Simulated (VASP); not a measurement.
Set up this calculation in VASP 6.6.1, as the native input.

* Task: relaxation of cell and atoms
* Functional: PBEsol
* Potentials or basis: VASP PAW PBE potentials, release 64 (Mg)
* Cutoff: 600 eV
* k mesh: 27 × 27 × 14
* Occupations: gaussian, width 0.1 eV
* Spin: no spin polarisation
* Target pressure: 30 GPa
* Dipole correction: no
* Further INCAR settings: ALGO = Fast; EDIFF = 1e-06; IBRION = 2; EDIFFG = -0.004; NSW = 70; ISIF = 3

The structure of Mg lies in POSCAR:

```
Mg
1.0
    2.6833192965      0.0000000000      0.0000000000
   -1.3416596482      2.3238226772      0.0000000000
    0.0000000000      0.0000000000      4.3606730968
Mg
2
Direct
    0.3333333333      0.6666666667      0.2500000000
    0.6666666667      0.3333333333      0.7500000000
```

One way to write it, as run:

INCAR

```
PREC     = Accurate       # precision mode
ENCUT    = 600            # plane-wave cutoff, eV
EDIFF    = 1E-6           # SCF threshold, eV
ISMEAR   = 0              # smearing method
SIGMA    = 0.1            # smearing width, eV
LREAL    = False          # projectors in reciprocal space
LASPH    = True           # aspherical terms in the spheres
NELM     = 80             # most SCF steps
ALGO     = Fast           # electronic algorithm
ISIF     = 3              # what is computed and relaxed
LWAVE    = False          # write WAVECAR
LCHARG   = False          # write CHGCAR
GGA      = PS             # functional
IBRION   = 2              # ionic algorithm
NSW      = 70             # ionic steps
EDIFFG   = -0.004         # ionic threshold
PSTRESS  = 300.0
```

KPOINTS

```
Automatic mesh
0
Gamma
  27 27 14
```

Potentials or basis: VASP PAW PBE potentials, release 64 (Mg).

The run is started by

```bash
$ cat potpaw_PBE.64/Mg/POTCAR > POTCAR
$ mpirun -np 1 vasp_std > vasp.out
```

It gave:

* Relaxed volume: 15.42 Å³/atom
* Relaxed cell: a = 2.798 Å, b = 2.798 Å, c = 4.547 Å, α = 90.00°, β = 90.00°, γ = 120.00°
* Space group after relaxing (to 0.1 Å): P6_3/mmc (No. 194)
* Energy change on relaxing (the run minimises the enthalpy): -451.0 meV/atom
* Ionic steps: 5
* Pressure after relaxing: 30.0 GPa
* Band gap on the k mesh: zero (bands 2 and 3 overlap by 2.33 eV)

Caveat: the cell is relaxed towards a set pressure, so the run minimises the enthalpy, not the energy; the PAW data sets were made with another functional, which shifts forces and pressure a little.

It took 2.6 min on 1 thread of AMD EPYC 7R13 Processor (Zen 3) (shared host), peak memory 0.25 GiB.
